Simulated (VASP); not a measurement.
A run of VASP 6.6.1:

The input INCAR:

```
SYSTEM = SrO
PREC = Accurate
ENCUT = 600
EDIFF = 1E-6
ISMEAR = 0
SIGMA = 0.01
LREAL = .FALSE.
LASPH = .TRUE.
NELM = 120
ALGO = Normal
ISIF = 2
LWAVE = .FALSE.
LCHARG = .FALSE.
GGA = PE
NBANDS = 15
GGA_COMPAT = .FALSE.
```

KPOINTS

```
regular mesh
0
G
  2 2 2
  0 0 0
```

POSCAR

```
SrO
1.0
    0.0000000000      2.5800000000      2.5800000000
    2.5800000000      0.0000000000      2.5800000000
    2.5800000000      2.5800000000      0.0000000000
Sr O
1 1
Direct
    0.0000000000      0.0000000000      0.0000000000
    0.5000000000      0.5000000000      0.5200000000
```

Potentials or basis: VASP PAW PBE potentials, release 64 (Sr_sv, O).

The run is started by

```sh
$ cat potpaw_PBE.64/Sr_sv/POTCAR potpaw_PBE.64/O/POTCAR > POTCAR
$ mpirun -np 1 vasp_std > vasp.out
```

Hardware: 1 thread of Intel(R) Xeon(R) 6975P-C (Granite Rapids), with other jobs on the host.

**Question.** How long does it take, and how much memory?

**Answer.** It took 3.4 s on 1 thread of Intel(R) Xeon(R) 6975P-C (Granite Rapids), with other jobs on the host, peak memory 0.16 GiB. Counts: scf iterations 13, k points 5.
